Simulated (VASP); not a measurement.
Wanted: the native input for a VASP 6.6.1 run.

```
Task                   : single point
Functional             : LDA
Potentials or basis    : VASP PAW LDA potentials, release 64 (K_sv, F)
Cutoff                 : 520 eV
k mesh                 : 12 × 12 × 4
Occupations            : fermi-dirac, width 0.02 eV
Spin                   : no spin polarisation
Dipole correction      : no
Further INCAR settings : ALGO = Normal; EDIFF = 1e-06; NBANDS = 24
```

The structure of KF lies in POSCAR:

```
KF
1.0
    3.5542523871      0.0000000000      0.0000000000
   -1.7771261935      3.0780728587      0.0000000000
    0.0000000000      0.0000000000      6.2886150198
K F
2 2
Direct
    0.0000000000      0.0000000000      0.0000000000
    0.0000000000      0.0000000000      0.5000000000
    0.3333333333      0.6666666667      0.2500000000
    0.6666666667      0.3333333333      0.7500000000
```

One way to write it, as run:

INCAR

```
PREC = Accurate ; ENCUT = 520
EDIFF = 1E-6 ; ISMEAR = -1
SIGMA = 0.02 ; LREAL = F
LASPH = T ; NELM = 100
ALGO = Normal ; ISIF = 2
LWAVE = F ; LCHARG = T
LELF = T ; LVHAR = T
NBANDS = 24
```

KPOINTS

```
Automatic mesh
0
Gamma
  12 12 4
```

Potentials or basis: VASP PAW LDA potentials, release 64 (K_sv, F).

Run with:

```console
$ cat potpaw_LDA.64/K_sv/POTCAR potpaw_LDA.64/F/POTCAR > POTCAR
$ mpirun -np 1 vasp_std > vasp.out
```

It gave:

The pressure is 0.2 GPa and the band gap on the k mesh is 6.28 eV (least direct gap 6.29 eV).

Wall time 42 s on 1 thread of AMD EPYC 9R45 96-Core Processor (Zen 5) (shared host), peak memory 0.18 GiB.
